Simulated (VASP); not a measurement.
# CsCu6 (Pm-3m) in VASP: notebook

CsCu6 is run at these levels: PBE; tasks: single point, relaxation of cell and atoms.

All numbers are computed with VASP 6.6.1; they aren't measurements. Logs are shortened: lines on timing, memory, paths and dates and some standing lists are left out, and cuts for length are marked.

## (1) The cell of the first run

It takes space group Pm-3m (No. 221, cubic). Conventional cell: a = 5.755 Å, b = 5.755 Å, c = 5.755 Å, α = 90.00°, β = 90.00°, γ = 90.00°. Cs (site symmetry m-3m) has 24 Cu at 4.23 Å within 5.6 Å. Within 3.1 Å of Cu (site symmetry 4mm) lie 5 Cu at 2.32 to 2.43 Å.

## (2) Single point, PBE

The input, INCAR:

```
SYSTEM = CsCu6
ALGO = Normal
EDIFF = 1E-7
ENCUT = 520
GGA = PE
ISIF = 2
ISMEAR = 0
LASPH = .TRUE.
LCHARG = .FALSE.
LREAL = .FALSE.
LWAVE = .FALSE.
NBANDS = 46
NELM = 100
PREC = Accurate
SIGMA = 0.1
```

The input, KPOINTS:

```
k-points
0
G
  4 4 4
  0 0 0
```

The input, POSCAR:

```
CsCu6
1.0
    5.7549885204      0.0000000000      0.0000000000
    0.0000000000      5.7549885204      0.0000000000
    0.0000000000      0.0000000000      5.7549885204
Cs Cu
1 6
Direct
    0.0000000000      0.0000000000      0.0000000000
    0.2012215569      0.5000000000      0.5000000000
    0.5000000000      0.2012215569      0.5000000000
    0.7987784431      0.5000000000      0.5000000000
    0.5000000000      0.7987784431      0.5000000000
    0.5000000000      0.5000000000      0.2012215569
    0.5000000000      0.5000000000      0.7987784431
```

Potentials or basis: VASP PAW PBE potentials, release 64 (Cs_sv, Cu).

On the command line:

```bash
$ cat potpaw_PBE.64/Cs_sv/POTCAR potpaw_PBE.64/Cu/POTCAR > POTCAR
$ mpirun -np 1 vasp_std > vasp.out
```

OUTCAR:

```text
SYSTEM = CsCu6
   EDIFF = 1E-7
   ENCUT = 520
   GGA = PE
   ISIF = 2
   ISMEAR = 0
   LASPH = .TRUE.
   LREAL = .FALSE.
   NELM = 100
   PREC = Accurate

 ion  position               nearest neighbor table
   1  0.000  0.000  0.000-
   2  0.201  0.500  0.500-   4 2.32   3 2.43   5 2.43   6 2.43   7 2.43
   3  0.500  0.201  0.500-   5 2.32   4 2.43   2 2.43   6 2.43   7 2.43
   4  0.799  0.500  0.500-   2 2.32   3 2.43   5 2.43   6 2.43   7 2.43
   5  0.500  0.799  0.500-   3 2.32   2 2.43   4 2.43   6 2.43   7 2.43
   6  0.500  0.500  0.201-   7 2.32   3 2.43   4 2.43   5 2.43   2 2.43
   7  0.500  0.500  0.799-   6 2.32   3 2.43   4 2.43   5 2.43   2 2.43

  LATTYP: Found a simple cubic cell.
 ALAT       =     5.7549885204

  Lattice vectors:

 A1 = (   5.7549885204,   0.0000000000,   0.0000000000)
 A2 = (   0.0000000000,   5.7549885204,   0.0000000000)
 A3 = (   0.0000000000,   0.0000000000,   5.7549885204)

Analysis of symmetry for initial positions (statically):
=====================================================================
 Subroutine PRICEL returns:
 Original cell was already a primitive cell.

 Routine SETGRP: Setting up the symmetry group for a
 simple cubic supercell.

 Subroutine GETGRP returns: Found 48 space group operations
 (whereof 48 operations were pure point group operations)
 out of a pool of 48 trial point group operations.

The static configuration has the point symmetry O_h .

Analysis of symmetry for dynamics (positions and initial velocities):
=====================================================================
 Subroutine PRICEL returns:
 Original cell was already a primitive cell.

 Routine SETGRP: Setting up the symmetry group for a
 simple cubic supercell.

 Subroutine GETGRP returns: Found 48 space group operations
 (whereof 48 operations were pure point group operations)
 out of a pool of 48 trial point group operations.

The dynamic configuration has the point symmetry O_h .

 Subroutine INISYM returns: Found 48 space group operations
 (whereof 48 operations are pure point group operations),
 and found     1 'primitive' translations

----------------------------------------------------------------------------------------

                                     Primitive cell

  volume of cell :     190.6046

  direct lattice vectors                    reciprocal lattice vectors
     5.754988520  0.000000000  0.000000000     0.173762293  0.000000000  0.000000000
     0.000000000  5.754988520  0.000000000     0.000000000  0.173762293  0.000000000
     0.000000000  0.000000000  5.754988520     0.000000000  0.000000000  0.173762293

  length of vectors
     5.754988520  5.754988520  5.754988520     0.173762293  0.173762293  0.173762293

  position of ions in fractional coordinates (direct lattice)
     0.000000000  0.000000000  0.000000000
     0.201221557  0.500000000  0.500000000
     0.500000000  0.201221557  0.500000000
     0.798778443  0.500000000  0.500000000
     0.500000000  0.798778443  0.500000000
     0.500000000  0.500000000  0.201221557
     0.500000000  0.500000000  0.798778443

  ion indices of the primitive-cell ions
   primitive index   ion index
                 1           1
                 2           2
                 3           3
                 4           4
                 5           5
                 6           6
                 7           7

----------------------------------------------------------------------------------------

 KPOINTS: k-points

Automatic generation of k-mesh.
 Grid dimensions read from file:
 generate k-points for:    4    4    4

 Generating k-lattice:

  Cartesian coordinates                     Fractional coordinates (reciprocal lattice)
     0.043440573  0.000000000  0.000000000     0.250000000  0.000000000  0.000000000
     0.000000000  0.043440573  0.000000000     0.000000000  0.250000000  0.000000000
     0.000000000  0.000000000  0.043440573     0.000000000  0.000000000  0.250000000

  Length of vectors
     0.043440573  0.043440573  0.043440573

  Shift w.r.t. Gamma in fractional coordinates (k-lattice)
     0.000000000  0.000000000  0.000000000

 Subroutine IBZKPT returns following result:
 ===========================================

 Found     10 irreducible k-points:

 Following reciprocal coordinates:
            Coordinates               Weight
  0.000000  0.000000  0.000000      1.000000
  0.250000  0.000000  0.000000      6.000000
  0.500000  0.000000  0.000000      3.000000
  0.250000  0.250000  0.000000     12.000000
  0.500000  0.250000  0.000000     12.000000
  0.500000  0.500000  0.000000      3.000000
  0.250000  0.250000  0.250000      8.000000
  0.500000  0.250000  0.250000     12.000000
  0.500000  0.500000  0.250000      6.000000
  0.500000  0.500000  0.500000      1.000000
   k-points           NKPTS =     10   k-points in BZ     NKDIM =     10   number of bands    NBANDS=     46
   number of dos      NEDOS =    301   number of ions     NIONS =      7
   total plane-waves  NPLWV = 110592
   dimension x,y,z NGX =    48 NGY =   48 NGZ =   48
   dimension x,y,z NGXF=    96 NGYF=   96 NGZF=   96
   ions per type =               1   6
   NGX,Y,Z   is equivalent  to a cutoff of  13.87, 13.87, 13.87 a.u.
   NGXF,Y,Z  is equivalent  to a cutoff of  27.73, 27.73, 27.73 a.u.
 SYSTEM =  CsCu6
   PREC   = accura    normal or accurate (medium, high low for compatibility)
   ISTART =      0    job   : 0-new  1-cont  2-samecut
   ICHARG =      2    charge: 1-file 2-atom 10-const
   ISPIN  =      1    spin polarized calculation?
   LNONCOLLINEAR =      F non collinear calculations
   LSORBIT =      F    spin-orbit coupling
   LASPH  =      T    aspherical Exc in radial PAW
   ENCUT  =  520.0 eV  38.22 Ry    6.18 a.u.  10.70 10.70 10.70*2*pi/ulx,y,z
   NELM   =    100;   NELMIN=  2; NELMDL= -5     # of ELM steps
   EDIFF  = 0.1E-06   stopping-criterion for ELM
   LREAL  =      F    real-space projection
   EDIFFG = 0.1E-05   stopping-criterion for IOM
   NSW    =      0    number of steps for IOM
   IBRION =     -1    ionic relax: 0-MD 1-quasi-New 2-CG
   NFREE  =      0    steps in history (QN), initial steepest desc. (CG)
   ISIF   =      2    stress and relaxation
   ISYM   =      2    0-nonsym 1-usesym 2-fastsym
   POTIM  = 0.5000    time-step for ionic-motion
   TEBEG  =    0.0;   TEEND  =   0.0 temperature during run
   PSTRESS=    0.0 pullay stress
   NELECT =      75.0000    total number of electrons
   NUPDOWN=      -1.0000    fix difference up-down
   EMIN   =  10.00;   EMAX   =-10.00  energy-range for DOS
   EFERMI =   0.00;   METHOD = LEGACY
   ISMEAR =     0;   SIGMA  =   0.10  broadening in eV -4-tet -1-fermi 0-gaus
   EFERMI_NEDOS =   21; number of points for ismear=-14 and -15
   IALGO  =     38    algorithm
   IMIX   =      4    mixing-type and parameters
     AMIX     =   0.40;   BMIX     =  1.00
     AMIX_MAG =   1.60;   BMIX_MAG =  1.00
  volume/ion in A,a.u.               =      27.23       183.75
  Fermi-wavevector in a.u.,A,eV,Ry     =   1.199640  2.266990 19.580622  1.439135
  Thomas-Fermi vector in A             =   2.335497
   LORBIT       =      0    0 simple, 1 ext, 2 COOP (PROOUT), +10 PAW based schemes
   GGA     = PE    functional components
   LHFCALC =     F    Hartree Fock is set to
   AEXX    =    0.0000 exact exchange contribution
   IVDW    =     0    specifies the selected vdW correction
   LEPSILON=     F    determine dielectric tensor
   LRPA    =     F    only Hartree local field effects (RPA)
 non-spin polarized calculation
 Gauss-broadening in eV      SIGMA  =   0.10
  energy-cutoff  :      520.00
  volume of cell :      190.60
 maximum number of plane-waves:      5142
 NGX is ok and might be reduce to    48
   NGX = 21   NGY = 21   NGZ = 21

 number of electron      74.9999945 magnetization

 Free energy of the ion-electron system (eV)
  ---------------------------------------------------
  ext. energy  EPLUGINS =         0.00000000
  ---------------------------------------------------
  free energy    TOTEN  =       -19.42091861 eV

  energy without entropy =      -19.40445249  energy(sigma->0) =      -19.41268555

 E-fermi :   2.0968     XC(G=0):  -8.4153

 val. band max:        2.0813785729   @ k =   0.5000   0.0000   0.0000
 cond. band min:       2.1717813206   @ k =   0.2500   0.0000   0.0000
 fundamental gap:      0.0904027477
 Fermi energy:         2.0967845517

 k-point     1 :       0.0000    0.0000    0.0000
  band No.  band energies     occupation
      1     -20.0807      2.00000
      2      -6.8892      2.00000
      3      -6.8892      2.00000
      4      -6.8892      2.00000
      5      -4.6703      2.00000
      6      -1.8522      2.00000
[... 38 lines left out ...]
     45       6.6374      0.00000
     46       6.6374      0.00000

 k-point     2 :       0.2500    0.0000    0.0000
  band No.  band energies     occupation
      1     -20.0802      2.00000
      2      -6.9323      2.00000
      3      -6.8859      2.00000
      4      -6.8859      2.00000
      5      -4.4858      2.00000
      6      -1.9679      2.00000
[... 38 lines left out ...]
     45       6.1174      0.00000
     46       6.8397      0.00000

 k-point     3 :       0.5000    0.0000    0.0000
  band No.  band energies     occupation
      1     -20.0796      2.00000
      2      -6.9732      2.00000
      3      -6.8826      2.00000
      4      -6.8826      2.00000
      5      -4.2580      2.00000
      6      -2.2679      2.00000
[... 332 lines left out ...]
     45       7.2362      0.00000
     46       7.8226      0.00000

 k-point    10 :       0.5000    0.5000    0.5000
  band No.  band energies     occupation
      1     -20.0775      2.00000
      2      -6.9286      2.00000
      3      -6.9286      2.00000
      4      -6.9286      2.00000
      5      -3.4278      2.00000
      6      -2.1322      2.00000
[... 38 lines left out ...]
     45       7.1404      0.00000
     46       7.9347      0.00000

------------------------ aborting loop because EDIFF is reached ----------------------------------------

  FORCE on cell =-STRESS in cart. coord.  units (eV):
  Direction    XX          YY          ZZ          XY          YZ          ZX
  --------------------------------------------------------------------------------------
  -------------------------------------------------------------------------------------
  Total        0.2372198      0.2372198      0.2372198      0.0000000      0.0000000      0.0000000
  in kB        1.9940136      1.9940136      1.9940136      0.0000000      0.0000000      0.0000000
  external PRESSURE =       1.9940136 kB  Pullay stress =       0.0000000 kB

 VOLUME and BASIS-vectors are now :
 -----------------------------------------------------------------------------
  energy-cutoff  :      520.00
  volume of cell :      190.60
      direct lattice vectors                 reciprocal lattice vectors
     5.754988520  0.000000000  0.000000000     0.173762293  0.000000000  0.000000000
     0.000000000  5.754988520  0.000000000     0.000000000  0.173762293  0.000000000
     0.000000000  0.000000000  5.754988520     0.000000000  0.000000000  0.173762293

 POSITION                                       TOTAL-FORCE (eV/Angst)
 -----------------------------------------------------------------------------------
      0.00000      0.00000      0.00000        -0.000000      0.000000      0.000000
      1.15803      2.87749      2.87749        -0.006434      0.000000     -0.000000
      2.87749      1.15803      2.87749        -0.000000     -0.006434      0.000000
      4.59696      2.87749      2.87749         0.006434     -0.000000      0.000000
      2.87749      4.59696      2.87749        -0.000000      0.006434     -0.000000
      2.87749      2.87749      1.15803         0.000000     -0.000000     -0.006434
      2.87749      2.87749      4.59696        -0.000000      0.000000      0.006434
 -----------------------------------------------------------------------------------
    total drift:                                0.000000     -0.000000     -0.000000

  FREE ENERGIE OF THE ION-ELECTRON SYSTEM (eV)
  ---------------------------------------------------
  free  energy   TOTEN  =       -19.4209186081 eV

  energy  without entropy=      -19.4044524892  energy(sigma->0) =      -19.41268555
```

It took 2.9 min on 1 thread of AMD EPYC 7R43 (Zen 3), shared host; peak memory 0.3 GiB.

Results:

| Quantity | Value |
| --- | --- |
| Free energy | -19.4209 eV |
| Pressure | 0.2 GPa |
| Largest force | 0.006 eV/Å |

Forces in eV/Å, atoms in the order of the input:
```
Cs   0.000  0.000  0.000
Cu  -0.006  0.000  0.000
Cu   0.000 -0.006  0.000
Cu   0.006  0.000  0.000
Cu   0.000  0.006  0.000
Cu   0.000  0.000 -0.006
Cu   0.000  0.000  0.006
```

Caveat: spin-orbit coupling is left out, which moves the levels of the heavy elements.

## (3) Relaxation of cell and atoms, PBE

This run uses another cell than the first one, of 18.79 Å³/atom, 0.690 times its volume.

The input, INCAR:

```
SYSTEM = CsCu6
PREC = Accurate
ENCUT = 600
EDIFF = 1E-7
ISMEAR = 0
SIGMA = 0.1
LREAL = .False.
LASPH = .True.
NELM = 100
ALGO = Normal
ISIF = 3
LWAVE = .False.
LCHARG = .False.
GGA = PE
IBRION = 2
NSW = 90
EDIFFG = -0.04
```

The input, KPOINTS:

```
regular mesh
0
Gamma
  4 4 4
  0 0 0
```

The input, POSCAR:

```
CsCu6
1.0
    5.0852145200      0.0000000000      0.0000000000
    0.0000000000      5.0852145200      0.0000000000
    0.0000000000      0.0000000000      5.0852145200
Cs Cu
1 6
Direct
    0.0000000000      0.0000000000      0.0000000000
    0.2070000000      0.5000000000      0.5000000000
    0.5000000000      0.2070000000      0.5000000000
    0.7930000000      0.5000000000      0.5000000000
    0.5000000000      0.7930000000      0.5000000000
    0.5000000000      0.5000000000      0.2070000000
    0.5000000000      0.5000000000      0.7930000000
```

Potentials or basis: VASP PAW PBE potentials, release 64 (Cs_sv, Cu).

On the command line:

```bash
$ cat potpaw_PBE.64/Cs_sv/POTCAR potpaw_PBE.64/Cu/POTCAR > POTCAR
$ mpirun -np 1 vasp_std > vasp.out
```

Run time: 16 min. Hardware: 1 thread of AMD EPYC 7R43 (Zen 3), shared host; peak memory 0.25 GiB.

The run converged. Its results:

```
Free energy                            : -19.3954 eV
Relaxed volume                         : 27.22 Å³/atom
Relaxed cell                           : a = 5.755 Å, b = 5.755 Å, c = 5.755 Å, α = 90.00°, β = 90.00°, γ = 90.00°
Space group after relaxing (to 0.05 Å) : Pm-3m (No. 221)
Energy gained by relaxing              : 707.0 meV/atom
Ionic steps                            : 10
Pressure after relaxing                : 0.0 GPa
Largest force after relaxing           : 0.007 eV/Å
```

Forces in eV/Å, atoms in the order of the input:
```
Cs   0.000  0.000  0.000
Cu   0.007  0.000  0.000
Cu   0.000  0.007  0.000
Cu  -0.007  0.000  0.000
Cu   0.000 -0.007  0.000
Cu   0.000  0.000  0.007
Cu   0.000  0.000 -0.007
```

The path:
```
step  energy change (eV)  largest force (eV/Å)  pressure (GPa)  volume (Å³)
   1              0.0000                5.1528           35.99       131.50
   2             -0.2808                6.5897            2.46       229.28
   3             -3.5532                3.8125            7.32       165.83
   4             -4.6703                0.2230           -3.33       215.21
   5             -4.8512                0.7022           -1.47       197.65
   6             -4.8511                0.7306           -1.38       196.98
   7             -4.9429                0.1464            0.34       188.43
   8             -4.9430                0.1388            0.36       188.34
   9             -4.9481                0.0447            0.12       189.90
  10             -4.9487                0.0068            0.03       190.57
```

Final structure:
```yaml
crystal:
  lattice:
    - [5.75467, 0.00000, 0.00000]
    - [0.00000, 5.75467, 0.00000]
    - [0.00000, 0.00000, 5.75467]
  atoms:
    - { symbol: Cs, position: [0.00000, 0.00000, 0.00000] }
    - { symbol: Cu, position: [0.20109, 0.50000, 0.50000] }
    - { symbol: Cu, position: [0.50000, 0.20109, 0.50000] }
    - { symbol: Cu, position: [0.79891, 0.50000, 0.50000] }
    - { symbol: Cu, position: [0.50000, 0.79891, 0.50000] }
    - { symbol: Cu, position: [0.50000, 0.50000, 0.20109] }
    - { symbol: Cu, position: [0.50000, 0.50000, 0.79891] }
```

Levels at points of the mesh, in eV from the Fermi level:
| k point | band 35 | band 36 | band 37 | band 38 | band 39 | band 40 |
| --- | --- | --- | --- | --- | --- | --- |
| (0.00, 0.00, 0.00) | -1.37 | -0.23 | -0.23 | -0.17 | -0.17 | -0.17 |
| (0.50, 0.00, 0.00) | -1.63 | -1.37 | -0.02 | 0.34 | 0.34 | 0.39 |
| (0.50, 0.50, 0.00) | -1.56 | -1.56 | -1.53 | 0.14 | 0.17 | 1.26 |
| (0.50, 0.50, 0.50) | -1.60 | -1.55 | -1.53 | -1.53 | 0.85 | 0.85 |

Caveat: the volume moved by over 15 % at a fixed basis, so the end points are rough; spin-orbit coupling is left out, which moves the levels of the heavy elements.

## (4) Single point, PBE

This run uses another cell than the first one, of 18.79 Å³/atom, 0.690 times its volume.

The input, INCAR:

```
PREC     = Accurate       # precision mode
ENCUT    = 520            # plane-wave cutoff, eV
EDIFF    = 1E-7           # SCF threshold, eV
ISMEAR   = 0              # smearing method
SIGMA    = 0.1            # smearing width, eV
LREAL    = False          # projectors in reciprocal space
LASPH    = True           # aspherical terms in the spheres
NELM     = 100            # most SCF steps
ALGO     = Normal         # electronic algorithm
ISIF     = 2              # what is computed and relaxed
LWAVE    = False          # write WAVECAR
LCHARG   = False          # write CHGCAR
GGA      = PE             # functional
NBANDS   = 46             # bands
```

The input, KPOINTS:

```
regular mesh
0
Gamma
  4 4 4
```

POSCAR is that of step 3.

On the command line:

```bash
$ cat potpaw_PBE.64/Cs_sv/POTCAR potpaw_PBE.64/Cu/POTCAR > POTCAR
$ mpirun -np 1 vasp_std > vasp.out
```

Wall time 76 s (1 thread of AMD EPYC 7R43 (Zen 3), shared host); peak memory 0.21 GiB.

It converged, with:

```yaml
Free_energy: -14.4458 eV
Pressure: 35.9 GPa
Largest_force: 5.153 eV/Å
```

Forces on the atoms (eV/Å):
```
Cs   0.000  0.000  0.000
Cu  -5.153  0.000  0.000
Cu   0.000 -5.153  0.000
Cu   5.153  0.000  0.000
Cu   0.000  5.153  0.000
Cu   0.000  0.000 -5.153
Cu   0.000  0.000  5.153
```

Levels at points of the mesh, in eV from the Fermi level:
```csv
k point,band 34,band 35,band 36,band 37,band 38,band 39,band 40,band 41,band 42,band 43
"(0.00, 0.00, 0.00)",-1.64,-1.64,-0.28,-0.28,-0.19,-0.19,-0.19,0.05,4.05,4.05
"(0.50, 0.00, 0.00)",-2.30,-2.00,-1.64,0.24,0.31,0.31,0.57,2.47,2.64,2.64
"(0.50, 0.50, 0.00)",-2.03,-1.99,-1.95,-1.91,-0.47,0.22,1.63,1.63,1.87,4.52
"(0.50, 0.50, 0.50)",-2.06,-2.06,-1.93,-1.93,-1.87,0.76,0.76,0.76,5.98,6.55
```

Caveat: spin-orbit coupling is left out, which moves the levels of the heavy elements; forces of over 1 eV/Å act on the atoms, so gaps and moduli don't describe the material at rest.

## (5) The runs side by side

| task | cell | cutoff (eV) | gap on the mesh (eV) | pressure (GPa) | largest force (eV/Å) |
| --- | --- | --- | --- | --- | --- |
| single point | a = 5.755 Å, 7 atoms | 520 | none | 0.2 | 0.01 |
| relaxation of cell and atoms | relaxed from a = 5.085 Å, 7 atoms | 600 | none | 0.0 | 0.01 |
| single point | a = 5.085 Å, 7 atoms | 520 | none | 35.9 | 5.15 |

Alike in all rows: level PBE; potentials or basis VASP PAW PBE potentials, release 64 (Cs_sv, Cu); no spin polarisation; k mesh 4 × 4 × 4; smearing gaussian 0.1 eV.

Caveats: spin-orbit coupling is left out, which moves the levels of the heavy elements; the volume moved by over 15 % at a fixed basis, so the end points are rough (some runs); forces of over 1 eV/Å act on the atoms, so gaps and moduli don't describe the material at rest (some runs).

Absolute energies hang on the potentials; compare differences alone.
